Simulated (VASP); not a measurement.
**GaSb: single point with PBEsol**

Crystal: GaSb.

```
Sb Ga
1.0
     0.00000    2.77175    2.77175
     2.77175    0.00000    2.77175
     2.77175    2.77175    0.00000
Sb Ga
1 1
Direct
  0.75000 0.75000 0.75000
  0.00000 0.00000 0.00000
```

```yaml
Program: VASP 6.6.1
Task: single point
Functional: PBEsol
Potentials_or_basis: VASP PAW PBE potentials, release 64 (Sb, Ga_d)
Cutoff: 520 eV
k_mesh: 8 × 8 × 8
Occupations: fermi-dirac, width 0.05 eV
Spin: no spin polarisation
```

```yaml
Pressure: 30.2 GPa
Band_gap_on_the_k_mesh: 0.23 eV, indirect (least direct gap 2.30 eV)
```

Levels at points of the mesh, in eV from the valence-band top:
```
           k point  band 7  band 8  band 9  band 10  band 11  band 12
(0.00, 0.00, 0.00)    0.00    0.00    0.00     2.30     2.56     2.56
(0.50, 0.00, 0.00)   -8.28   -1.74   -1.74     1.07     3.57     3.57
(0.50, 0.50, 0.00)   -8.50   -3.85   -3.85     0.29     0.44    10.67
```

It took 21 s on 1 thread of AMD EPYC 7R13 (shared host), peak memory 0.15 GiB.

Caveat: the PAW data sets were made with another functional, which shifts forces and pressure a little; spin-orbit coupling is left out, which moves the levels of the heavy elements. A k mesh can miss the band edges.
